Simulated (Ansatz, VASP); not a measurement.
SiC in VASP and in Ansatz

INCAR

```
  ALGO = Normal
  EDIFF = 1E-6
  ENCUT = 520
  GGA = PE
  ISIF = 2
  ISMEAR = 0
  LASPH = True
  LCHARG = False
  LREAL = False
  LWAVE = False
  NBANDS = 11
  NELM = 60
  PREC = Accurate
  SIGMA = 0.1
```

File KPOINTS:

```
k-points
0
Gamma
  8 8 8
```

File POSCAR:

```
SiC
1.0
    0.0000000000      2.1769966238      2.1769966238
    2.1769966238      0.0000000000      2.1769966238
    2.1769966238      2.1769966238      0.0000000000
Si C
1 1
Direct
    0.2500000000      0.2500000000      0.2500000000
    0.0000000000      0.0000000000      0.0000000000
```

Input for Ansatz:

```yaml
crystal:
  lattice:
    - [0.0, 2.1769966238, 2.1769966238]
    - [2.1769966238, 0.0, 2.1769966238]
    - [2.1769966238, 2.1769966238, 0.0]
  atoms:
    - { symbol: Si, position: [0.25, 0.25, 0.25] }
    - { symbol: C, position: [0.0, 0.0, 0.0] }
basis:
  ecutwfc: 420
kpoints:
  mp_grid: { grid: [8, 8, 8] }
hamiltonian:
  xc: pbe
scf:
  occupations: { method: gaussian, width: 0.1 }
output:
  forces: true
  stress: true
  eigenvalues: true
```

Alike in both runs: task single point; functional PBE; k mesh 8 × 8 × 8; occupations gaussian, width 0.1 eV; no spin polarisation.

```csv
,VASP,Ansatz
version,VASP 6.6.1,Ansatz 0.2.0
potentials or method,"VASP PAW PBE potentials, release 64 (Si, C), cutoff 520 eV","scalar-relativistic, plane waves, PAW"
valence electrons in the cell,8,8
```

|  | VASP | Ansatz | Ansatz less VASP |
| --- | --- | --- | --- |
| gap on the k mesh at the Fermi level (eV) | 1.35 | 1.36 | +0.003 |
| least direct gap on the mesh (eV) | 4.54 | 4.55 | +0.004 |
| pressure (GPa) | 3.8 | 3.9 | +0.05 |

With one functional, cell and mesh, what is left measures potentials, basis and numerics.
